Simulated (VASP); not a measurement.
Rh, 1 atom in the cell. The structure is cubic, space group Fm-3m (No. 225). Conventional cell: a = 3.693 Å, b = 3.693 Å, c = 3.693 Å, α = 90.00°, β = 90.00°, γ = 90.00°. Rh (site symmetry m-3m) has 12 Rh at 2.61 Å within 3.4 Å. 

- Program: VASP 6.6.1
- Task: single point
- Functional: RPBE
- Potentials or basis: VASP PAW PBE potentials, release 64 (Rh_pv)
- Cutoff: 520 eV
- k mesh: 23 × 23 × 23
- Occupations: fermi-dirac, width 0.05 eV
- Spin: collinear spin, ferromagnetic start
- Starting moments: [1.0] μB
- Dipole correction: no
- Further INCAR settings: ALGO = Normal; EDIFF = 1e-06; NBANDS = 18

Potentials or basis: VASP PAW PBE potentials, release 64 (Rh_pv).

Command:

```bash
$ cat potpaw_PBE.64/Rh_pv/POTCAR > POTCAR
$ mpirun -np 1 vasp_std > vasp.out
```

Hardware: 1 thread of Intel(R) Xeon(R) 6975P-C (Granite Rapids) (shared host).

**Question.** Estimate the wall time of this run.

**Answer.** Wall time 52 s on 1 thread of Intel(R) Xeon(R) 6975P-C (Granite Rapids), with other jobs on the host, peak memory 0.23 GiB. Counts: scf iterations 12, k points 364.
